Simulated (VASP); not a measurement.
Input of a VASP 6.6.1 run:

Contents of INCAR:

```
SYSTEM = Co
ALGO = Normal ; EDIFF = 1E-6
ENCUT = 520 ; ISIF = 2
ISMEAR = -1 ; ISPIN = 2
LASPH = .True. ; LCHARG = .True.
LELF = .True. ; LMAXMIX = 4
LORBIT = 11 ; LREAL = .False.
LVHAR = .True. ; LWAVE = .False.
MAGMOM = 1.546 ; NBANDS = 14
NELM = 150 ; PREC = Accurate
SIGMA = 0.05
```

The input KPOINTS:

```
k-points
0
Gamma
  16 16 16
  0 0 0
```

POSCAR

```
Co
1.0
    2.2847528438      0.0000000000      0.0000000000
    0.0000000000      2.2847528438      0.0000000000
    0.0000000000      0.0000000000      2.2847528438
Co
1
Direct
    0.0000000000      0.0000000000      0.0000000000
```

Potentials or basis: VASP PAW LDA potentials, release 64 (Co).

Launch:

```console
$ cat potpaw_LDA.64/Co/POTCAR > POTCAR
$ mpirun -np 1 vasp_std > vasp.out
```

(1) What does it give for the net moment?

(2) Predict the pressure.

(3) Predict the site moments.

Answers

(1) 1.56 μB per cell.

(2) -7.7 GPa.

(3) Co +1.55 μB.
